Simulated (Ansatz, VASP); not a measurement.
**PbS in VASP and in Ansatz**

```
CELL_PARAMETERS angstrom
0.00000 2.96575 2.96575
2.96575 0.00000 2.96575
2.96575 2.96575 0.00000
ATOMIC_POSITIONS crystal
Pb 0.00000 0.00000 0.00000
S 0.50000 0.50000 0.50000
```

Alike in both runs: task single point; functional B3LYP5; k mesh 4 × 4 × 4; occupations fermi-dirac, width 0.05 eV; no spin polarisation.

|  | VASP | Ansatz |
| --- | --- | --- |
| version | VASP 6.6.1 | Ansatz 0.2.0 |
| potentials or method | VASP PAW PBE potentials, release 64 (Pb_d, S) | Ansatz PAW |
| plane-wave cutoff (eV) | 520 | 420 |
| valence electrons in the cell | 20 | 20 |

Ansatz gave:

```
gap on the k mesh at the Fermi level (eV) : 1.34
least direct gap on the mesh (eV)         : 1.34
pressure (GPa)                            : 4.6
```

**Question.** Which values does VASP return?

**Answer.** gap on the k mesh at the Fermi level (eV): 1.38; least direct gap on the mesh (eV): 1.38; pressure (GPa): 4.6.

VASP's potentials were made for PBE, not for B3LYP5.

The k mesh is coarse, so the values compare programs but aren't converged. Neither program's run includes spin-orbit coupling.
